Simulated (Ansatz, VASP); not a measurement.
# Two plane-wave programs on CdS

```
CELL_PARAMETERS angstrom
4.15000 0.00000 0.00000
-2.07500 3.59401 0.00000
0.00000 0.00000 6.73700
ATOMIC_POSITIONS crystal
Cd 0.33333 0.66667 0.00000
Cd 0.66667 0.33333 0.50000
S 0.33333 0.66667 0.37500
S 0.66667 0.33333 0.87500
```

Alike in both runs: task single point; functional PBE; k mesh 6 × 6 × 4; no spin polarisation.

```csv
,VASP,Ansatz
version,VASP 6.6.1,Ansatz 0.2.0
potentials or method,"VASP PAW PBE potentials, release 64 (Cd, S), cutoff 520 eV","plane waves, PAW"
occupations,"gaussian, width 0.01 eV",fixed
valence electrons in the cell,36,52
```

|  | VASP | Ansatz | Ansatz less VASP |
| --- | --- | --- | --- |
| gap on the k mesh at the Fermi level (eV) | 1.20 | 1.20 | -0.002 |

VASP's potentials hold 36 valence electrons a cell and Ansatz's 52, so a difference there can come from the potentials and not from the codes. Ansatz's warnings: structure snapped to symmetry.
